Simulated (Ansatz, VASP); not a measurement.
Cs: VASP beside Ansatz

```
Cs
1.0
     5.37388    0.00000    0.00000
    -2.68694    4.65392    0.00000
     0.00000    0.00000    8.78770
Cs
2
Direct
  0.33333 0.66667 0.25000
  0.66667 0.33333 0.75000
```

Alike in both runs: task single point; functional BLYP; k mesh 8 × 8 × 4; occupations fermi-dirac, width 0.1 eV; no spin polarisation.

|  | VASP | Ansatz |
| --- | --- | --- |
| version | VASP 6.6.1 | Ansatz 0.2.0 |
| potentials or method | VASP PAW PBE potentials, release 64 (Cs_sv), cutoff 520 eV | plane waves (420 eV) with PAW, scalar-relativistic |
| valence electrons in the cell | 18 | 18 |

|  | VASP | Ansatz | Ansatz less VASP |
| --- | --- | --- | --- |
| pressure (GPa) | 0.3 | 0.3 | 0.00 |

VASP's potentials were made for PBE, not for BLYP. The functional is the same, so the differences come from potentials, cutoffs and numerics.

Neither program's run includes spin-orbit coupling.
